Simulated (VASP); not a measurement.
Write the native input for VASP 6.6.1 that does the following.

* Task: single point
* Functional: PBE
* Potentials or basis: VASP PAW PBE potentials, release 64 (W_sv, S)
* Cutoff: 520 eV
* k mesh: 12 × 12 × 12
* Occupations: gaussian, width 0.02 eV
* Spin: no spin polarisation
* Dipole correction: no
* Further INCAR settings: ALGO = Normal; EDIFF = 1e-07; NBANDS = 20

The structure of WS2 lies in POSCAR:

```
WS2
1.0
    1.5938736630      0.9202233884      7.4744493696
   -1.5938736630      0.9202233884      7.4744493696
    0.0000000000     -1.8404467768      7.4744493696
W S
1 2
Direct
    0.0006774491      0.0006774491      0.0006774491
    0.4040742703      0.4040742703      0.4040742703
    0.2639482806      0.2639482806      0.2639482806
```

These files were run (other wordings do the same):

INCAR

```
  PREC = Accurate
  ENCUT = 520
  EDIFF = 1E-7
  ISMEAR = 0
  SIGMA = 0.02
  LREAL = False
  LASPH = True
  NELM = 60
  ALGO = Normal
  ISIF = 2
  LWAVE = False
  LCHARG = False
  GGA = PE
  NBANDS = 20
```

KPOINTS

```
regular mesh
0
Gamma
  12 12 12
```

Potentials or basis: VASP PAW PBE potentials, release 64 (W_sv, S).

Run with:

```sh
$ cat potpaw_PBE.64/W_sv/POTCAR potpaw_PBE.64/S/POTCAR > POTCAR
$ mpirun -np 1 vasp_std > vasp.out
```

Results of the run:

* Pressure: 0.0 GPa
* Largest force: 0.004 eV/Å
* Band gap on the k mesh: 1.65 eV (least direct gap 1.81 eV)

Caveat: spin-orbit coupling is left out, which moves the levels of the heavy elements.

Wall time 7 min on 1 thread of Intel(R) Xeon(R) 6975P-C (Granite Rapids), on a shared host, peak memory 0.63 GiB.
